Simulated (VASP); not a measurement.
Wanted: the native input for a VASP 6.6.1 run.

| Property | Result |
| --- | --- |
| Task | single point |
| Functional | PBE |
| Potentials or basis | VASP PAW PBE potentials, release 64 (Si, Ni) |
| Cutoff | 600 eV |
| k mesh | 6 × 6 × 6 |
| Occupations | gaussian, width 0.1 eV |
| Spin | no spin polarisation |
| Dipole correction | no |
| Further INCAR settings | ALGO = Normal; EDIFF = 1e-06; NBANDS = 16 |

The structure of Si2Ni lies in POSCAR:

```
Si2Ni
1.0
    0.0000000000      2.7241162466      2.7241162466
    2.7241162466      0.0000000000      2.7241162466
    2.7241162466      2.7241162466      0.0000000000
Si Ni
2 1
Direct
    0.2500000000      0.2500000000      0.2500000000
    0.7500000000      0.7500000000      0.7500000000
    0.0000000000      0.0000000000      0.0000000000
```

One way to write it, as run:

INCAR

```
SYSTEM = Si2Ni
PREC = Accurate
ENCUT = 600
EDIFF = 1E-6
ISMEAR = 0
SIGMA = 0.1
LREAL = .False.
LASPH = .True.
NELM = 120
ALGO = Normal
ISIF = 2
LWAVE = .False.
LCHARG = .False.
GGA = PE
NBANDS = 16
GGA_COMPAT = .False.
```

KPOINTS

```
regular mesh
0
Gamma
  6 6 6
  0 0 0
```

Potentials or basis: VASP PAW PBE potentials, release 64 (Si, Ni).

Command:

```console
$ cat potpaw_PBE.64/Si/POTCAR potpaw_PBE.64/Ni/POTCAR > POTCAR
$ mpirun -np 1 vasp_std > vasp.out
```

Results of the run:

| Item | Value |
| --- | --- |
| Pressure | 0.1 GPa |
| Band gap on the k mesh | zero (band 9 reaches 11.80 eV, above the bottom of band 10 at 9.67 eV) |

It took 5.7 s on 1 thread of Intel(R) Xeon(R) 6975P-C (Granite Rapids), with other jobs on the host, peak memory 0.18 GiB.
